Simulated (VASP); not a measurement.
A run of VASP 6.6.1:

File INCAR:

```
SYSTEM = C
  PREC = Accurate
  ENCUT = 600
  EDIFF = 1E-6
  ISMEAR = 0
  SIGMA = 0.02
  LREAL = .False.
  LASPH = .True.
  NELM = 120
  ALGO = Normal
  ISIF = 2
  LWAVE = .False.
  LCHARG = .False.
  GGA = PE
  IVDW = 12
  NBANDS = 11
  GGA_COMPAT = .False.
```

Contents of KPOINTS:

```
Automatic mesh
0
Gamma
  14 14 8
  0 0 0
```

File POSCAR:

```
C
1.0
    2.1269978621     -1.2279489973     -0.0124715854
    2.1269978621      1.2279489973     -0.0124715854
   -1.4006470857      0.0000000000      3.1009487549
C
2
Direct
    0.8334466634      0.8334466634      0.0003626469
    0.1665533366      0.1665533366      0.9996373531
```

Potentials or basis: VASP PAW PBE potentials, release 64 (C).

Launch:

```bash
$ cat potpaw_PBE.64/C/POTCAR > POTCAR
$ mpirun -np 1 vasp_std > vasp.out
```

Hardware: 1 thread of Intel Xeon 8259CL (shared host).

Estimate the wall time of this run.

Wall time 90 s on 1 thread of Intel Xeon 8259CL, with other jobs on the host, peak memory 0.2 GiB. Counts: scf iterations 11, k points 429.
